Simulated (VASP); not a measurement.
# C (C2/m) in VASP: a series of runs, part 2 of 2

VASP 6.6.1. The steps go on from the part before.

**4. Single point, LDA**

This run uses another cell than the first one, of the same volume but with other edges.

INCAR reads:

```
SYSTEM = C
PREC     = Accurate       ! precision mode
ENCUT    = 520            ! plane-wave cutoff, eV
EDIFF    = 1E-7           ! SCF threshold, eV
ISMEAR   = 0              ! smearing method
SIGMA    = 0.05           ! smearing width, eV
LREAL    = .FALSE.        ! projectors in reciprocal space
LASPH    = .TRUE.         ! aspherical terms in the spheres
NELM     = 80             ! most SCF steps
ALGO     = Normal         ! electronic algorithm
ISIF     = 2              ! what is computed and relaxed
LWAVE    = .FALSE.        ! write WAVECAR
LCHARG   = .FALSE.        ! write CHGCAR
NBANDS   = 11             ! bands
```

KPOINTS reads:

```
regular mesh
0
G
  14 14 10
  0 0 0
```

POSCAR reads:

```
C
1.0
    2.1769716321     -1.2568867891     -0.0109704352
    2.1769716321      1.2568867891     -0.0109704352
   -1.4308915086      0.0000000000      3.1568507512
C
2
Direct
    0.8333830096      0.8333830096      0.0001497828
    0.1666169904      0.1666169904      0.9998502172
```

Potentials or basis: VASP PAW LDA potentials, release 64 (C).

On the command line:

```
$ cat potpaw_LDA.64/C/POTCAR > POTCAR
$ mpirun -np 1 vasp_std > vasp.out
```

OUTCAR:

```text
SYSTEM = C
   PREC = Accurate
   ENCUT = 520
   EDIFF = 1E-7
   ISMEAR = 0
   LREAL = .FALSE.
   LASPH = .TRUE.
   NELM = 80
   ISIF = 2

 ion  position               nearest neighbor table
   1  0.833  0.833  0.000-   2 1.45   2 1.45   2 1.45
   2  0.167  0.167  1.000-   1 1.45   1 1.45   1 1.45

  LATTYP: Found a base centered monoclinic cell.
 ALAT       =     4.3539985473
 B/A-ratio  =     0.5773482813
 C/A-ratio  =     0.7960499141
 COS(beta)  =    -0.4174210668

  Lattice vectors:

 A1 = (   2.1769716321,  -1.2568867891,  -0.0109704352)
 A2 = (   2.1769716321,   1.2568867891,  -0.0109704352)
 A3 = (  -1.4308915086,   0.0000000000,   3.1568507512)

Analysis of symmetry for initial positions (statically):
=====================================================================
 Subroutine PRICEL returns:
 Original cell was already a primitive cell.

 Routine SETGRP: Setting up the symmetry group for a
 base centered monoclinic supercell.

 Subroutine GETGRP returns: Found  4 space group operations
 (whereof  4 operations were pure point group operations)
 out of a pool of  4 trial point group operations.

The static configuration has the point symmetry C_2h.

Analysis of symmetry for dynamics (positions and initial velocities):
=====================================================================
 Subroutine PRICEL returns:
 Original cell was already a primitive cell.

 Routine SETGRP: Setting up the symmetry group for a
 base centered monoclinic supercell.

 Subroutine GETGRP returns: Found  4 space group operations
 (whereof  4 operations were pure point group operations)
 out of a pool of  4 trial point group operations.

The dynamic configuration has the point symmetry C_2h.

 Subroutine INISYM returns: Found  4 space group operations
 (whereof  4 operations are pure point group operations),
 and found     1 'primitive' translations
[... 118 lines left out ...]
  Thomas-Fermi vector in A             =   2.400673
   LORBIT       =      0    0 simple, 1 ext, 2 COOP (PROOUT), +10 PAW based schemes
   GGA     = CA    functional components
   LHFCALC =     F    Hartree Fock is set to
   AEXX    =    0.0000 exact exchange contribution
   IVDW    =     0    specifies the selected vdW correction
   LEPSILON=     F    determine dielectric tensor
   LRPA    =     F    only Hartree local field effects (RPA)
 non-spin polarized calculation
 Gauss-broadening in eV      SIGMA  =   0.05
  energy-cutoff  :      520.00
  volume of cell :       17.24
 maximum number of plane-waves:       477
   NGX =  9   NGY =  9   NGZ = 13

 number of electron       7.9999999 magnetization

 Free energy of the ion-electron system (eV)
  ---------------------------------------------------
  ext. energy  EPLUGINS =         0.00000000
  ---------------------------------------------------
  free energy    TOTEN  =       -20.12164485 eV

  energy without entropy =      -20.12164485  energy(sigma->0) =      -20.12164485

 E-fermi :   4.8569     XC(G=0): -11.0325

 val. band max:        4.7050808784   @ k =  -0.3571   0.3571   0.5000
 cond. band min:       5.0086053998   @ k =  -0.3571   0.3571   0.5000
 fundamental gap:      0.3035245214
 Fermi energy:         4.8568523533

 k-point     1 :       0.0000    0.0000    0.0000
  band No.  band energies     occupation
      1     -14.2876      2.00000
      2      -0.9172      2.00000
      3       1.7979      2.00000
      4       1.7982      2.00000
      5       9.5613      0.00000
      6      12.7574      0.00000
      7      12.7585      0.00000
      8      15.2743      0.00000
      9      16.4914      0.00000
     10      26.5529      0.00000
     11      31.1110      0.00000
[... 309 lines left out ...]
 k-point    24 :       0.2857    0.1429    0.0000
  band No.  band energies     occupation
      1     -12.8041      2.00000
      2      -1.8814      2.00000
      3      -0.6903      2.00000
      4      -0.0097      2.00000
      5      11.5391      0.00000
      6      12.2667      0.00000
      7      13.9470      0.00000
      8      15.3532      0.00000
      9      19.9250      0.00000
     10      22.5294      0.00000
     11      27.9324      0.00000

 [... further k-points ...]

------------------------ aborting loop because EDIFF is reached ----------------------------------------

  FORCE on cell =-STRESS in cart. coord.  units (eV):
  Direction    XX          YY          ZZ          XY          YZ          ZX
  --------------------------------------------------------------------------------------
  -------------------------------------------------------------------------------------
  Total       -3.5398278     -3.5469585      0.2619234      0.0000000      0.0000000      0.0180140
  in kB     -329.0431590   -329.7059926     24.3469754      0.0000000      0.0000000      1.6744861
  external PRESSURE =    -211.4673920 kB  Pullay stress =       0.0000000 kB

 VOLUME and BASIS-vectors are now :
 -----------------------------------------------------------------------------
  energy-cutoff  :      520.00
  volume of cell :       17.24
      direct lattice vectors                 reciprocal lattice vectors
     2.176971632 -1.256886789 -0.010970435     0.230202672 -0.397808302  0.104342928
     2.176971632  1.256886789 -0.010970435     0.230202672  0.397808302  0.104342928
    -1.430891509  0.000000000  3.156850751     0.001599964  0.000000000  0.317496598

 POSITION                                       TOTAL-FORCE (eV/Angst)
 -----------------------------------------------------------------------------------
      3.62829      0.00000     -0.01781        -0.003057      0.000000      0.028049
     -0.70524      0.00000      3.15272         0.003057      0.000000     -0.028049
 -----------------------------------------------------------------------------------
    total drift:                               -0.000000     -0.000000     -0.000000

  FREE ENERGIE OF THE ION-ELECTRON SYSTEM (eV)
  ---------------------------------------------------
  free  energy   TOTEN  =       -20.1216448509 eV

  energy  without entropy=      -20.1216448452  energy(sigma->0) =      -20.12164485
```

Run time: 47 s. Hardware: 1 thread of AMD EPYC 9R45 (Zen 5), shared host; peak memory 0.15 GiB.

Results:

```
Free energy            : -20.1216 eV
Pressure               : -21.1 GPa
Largest force          : 0.028 eV/Å
Band gap on the k mesh : 0.30 eV, direct
```

Forces on the atoms (eV/Å):
```
C   -0.003  0.000  0.028
C    0.003  0.000 -0.028
```

 A k mesh can miss the band edges.

**5. Single point, LDA**

This run uses another cell than the first one, of the same volume but with other edges.

INCAR reads:

```
SYSTEM = C
PREC     = Accurate       ! precision mode
ENCUT    = 520            ! plane-wave cutoff, eV
EDIFF    = 1E-6           ! SCF threshold, eV
ISMEAR   = 0              ! smearing method
SIGMA    = 0.05           ! smearing width, eV
LREAL    = .False.        ! projectors in reciprocal space
LASPH    = .True.         ! aspherical terms in the spheres
NELM     = 100            ! most SCF steps
ALGO     = Normal         ! electronic algorithm
ISIF     = 2              ! what is computed and relaxed
LWAVE    = .False.        ! write WAVECAR
LCHARG   = .False.        ! write CHGCAR
GGA      = CA             ! functional
NBANDS   = 11             ! bands
```

KPOINTS reads:

```
regular mesh
0
Gamma
  14 14 10
  0 0 0
```

POSCAR reads:

```
C
1.0
    2.0510888980     -1.1842076861     -0.0123583483
    2.0510888980      1.1842076861     -0.0123583483
   -1.3481506347      0.0000000000      3.5562363910
C
2
Direct
    0.8333830096      0.8333830096      0.0001497828
    0.1666169904      0.1666169904      0.9998502172
```

On the command line:

```
$ cat potpaw_LDA.64/C/POTCAR > POTCAR
$ mpirun -np 1 vasp_std > vasp.out
```

Run time: 39 s. Hardware: 1 thread of AMD EPYC 9R45 (Zen 5), shared host; peak memory 0.15 GiB.

The run converged. Its results:

- Free energy: -20.0597 eV
- Pressure: 30.1 GPa
- Largest force: 0.012 eV/Å
- Band gap on the k mesh: 0.97 eV, direct

Forces on the atoms (eV/Å):
```
C    0.000  0.000 -0.012
C    0.000  0.000  0.012
```

Stress tensor (GPa, compression positive):
```
45.95  0.00 -0.28
 0.00 45.96  0.00
-0.28  0.00 -1.47
```

Levels at points of the mesh, in eV from the valence-band top:
| k point | band 2 | band 3 | band 4 | band 5 | band 6 | band 7 |
| --- | --- | --- | --- | --- | --- | --- |
| (0.00, 0.00, 0.00) | -7.27 | -2.51 | -2.51 | 3.40 | 9.56 | 9.56 |
| (0.50, 0.00, 0.00) | -13.52 | -6.27 | -1.91 | 2.38 | 9.28 | 11.98 |
| (0.50, 0.50, 0.00) | -13.47 | -6.29 | -2.41 | 1.77 | 9.01 | 13.39 |
| (0.00, 0.00, 0.50) | -8.74 | -2.52 | -2.52 | 8.83 | 9.53 | 9.53 |
| (0.50, 0.00, 0.50) | -13.47 | -6.29 | -2.41 | 1.78 | 9.01 | 13.39 |
| (0.50, 0.50, 0.50) | -13.52 | -6.27 | -1.90 | 2.39 | 9.28 | 11.97 |

**6. Overview**

```tsv
cell	gap on the mesh (eV)	pressure (GPa)	largest force (eV/Å)
a = 2.581, b = 2.581, c = 3.336 Å, angles 112.6, 112.6, 60.0°, 2 atoms	0.10	-38.8	0.09
a = 2.301, b = 2.301, c = 3.990 Å, angles 106.8, 106.8, 60.0°, 2 atoms	1.20	60.9	0.02
a = 2.514, b = 2.514, c = 3.466 Å, angles 111.2, 111.2, 60.0°, 2 atoms	0.30	-21.1	0.03
a = 2.368, b = 2.368, c = 3.803 Å, angles 108.2, 108.2, 60.0°, 2 atoms	0.97	30.1	0.01
```

Alike in all rows: task single point; level LDA; potentials or basis VASP PAW LDA potentials, release 64 (C); no spin polarisation; k mesh 14 × 14 × 10; cutoff (eV) 520; smearing gaussian 0.05 eV.

Absolute energies hang on the potentials; compare differences alone.
